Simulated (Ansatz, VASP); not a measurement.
## Two plane-wave programs on Co3W2

```
Co W
1.0
     2.63691    0.00000    0.00000
    -1.31846    2.28363    0.00000
     0.00000    0.00000   21.93533
Co W
6 4
Direct
  0.33333 0.66667 0.25000
  0.33333 0.66667 0.65000
  0.33333 0.66667 0.85000
  0.66667 0.33333 0.15000
  0.66667 0.33333 0.35000
  0.66667 0.33333 0.75000
  0.33333 0.66667 0.05000
  0.33333 0.66667 0.45000
  0.66667 0.33333 0.55000
  0.66667 0.33333 0.95000
```

Alike in both runs: task relaxation of cell and atoms; functional PBE; k mesh 6 × 6 × 1; occupations gaussian, width 0.1 eV; collinear spin.

```csv
,VASP,Ansatz
version,VASP 6.6.1,Ansatz 0.2.0
potentials or method,"VASP PAW PBE potentials, release 64 (Co, W_sv), cutoff 600 eV","scalar-relativistic, plane waves, PAW"
valence electrons in the cell,110,158
```

Ansatz gave:

- gap on the k mesh at the Fermi level, each at its own relaxed structure (eV): none
- net moment per atom (μB): 0.58
- size of the moment on the site where the two differ most (μB): 1.63
- relaxed volume (Å³/atom): 13.26
- relaxed length of the cell vector where the two differ most in proportion (Å): 21.088

**Question.** Which values does VASP return?

**Answer.** gap on the k mesh at the Fermi level, each at its own relaxed structure (eV): none; net moment per atom (μB): 0.57; size of the moment on the site where the two differ most (μB): 1.57; relaxed volume (Å³/atom): 13.25; relaxed length of the cell vector where the two differ most in proportion (Å): 21.028.

Site moments also hang on the region over which each program counts them. A gap of «none» marks a metal or a gap that the smearing closes. VASP's potentials hold 110 valence electrons a cell and Ansatz's 158, so a difference there can come from the potentials and not from the codes.

The k mesh is coarse, so the values compare programs but aren't converged. Neither program's run includes spin-orbit coupling.
